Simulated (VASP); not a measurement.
Set up this calculation in VASP 6.6.1, as the native input.

```
Task                   : single point
Functional             : PBE
Potentials or basis    : VASP PAW PBE potentials, release 64 (Bi_d, Te)
Cutoff                 : 520 eV
k mesh                 : 14 × 14 × 14
Occupations            : gaussian, width 0.15 eV
Spin                   : no spin polarisation
Dipole correction      : no
Further INCAR settings : ALGO = Normal; EDIFF = 1e-07; NBANDS = 18
```

The structure of BiTe lies in POSCAR:

```
BiTe
1.0
    0.0000000000      3.2350000000      3.2835250000
    3.2350000000      0.0000000000      3.2835250000
    3.2350000000      3.2350000000      0.0000000000
Bi Te
1 1
Direct
    0.0000000000      0.0000000000      0.0000000000
    0.5000000000      0.5000000000      0.5000000000
```

This cell differs from its parent crystal: strain +0.000 along x and y, +0.015 along z.

One way to write it, as run:

INCAR

```
ALGO = Normal ; EDIFF = 1E-7
ENCUT = 520 ; GGA = PE
ISIF = 2 ; ISMEAR = 0
LASPH = True ; LCHARG = True
LELF = True ; LREAL = False
LVHAR = True ; LWAVE = False
NBANDS = 18 ; NELM = 80
PREC = Accurate ; SIGMA = 0.15
```

KPOINTS

```
k-points
0
Gamma
  14 14 14
```

Potentials or basis: VASP PAW PBE potentials, release 64 (Bi_d, Te).

Launch:

```console
$ cat potpaw_PBE.64/Bi_d/POTCAR potpaw_PBE.64/Te/POTCAR > POTCAR
$ mpirun -np 1 vasp_std > vasp.out
```

Results of the run:

The pressure is 0.0 GPa. The band gap on the k mesh is zero (an odd number of electrons rules out a gap without spin polarisation).

Caveat: the cell differs from its parent crystal (strain +0.000 along x and y, +0.015 along z); spin-orbit coupling is left out, which moves the levels of the heavy elements.

Wall time 7.2 min on 1 thread of Intel Xeon 8259CL, with other jobs on the host, peak memory 0.43 GiB.
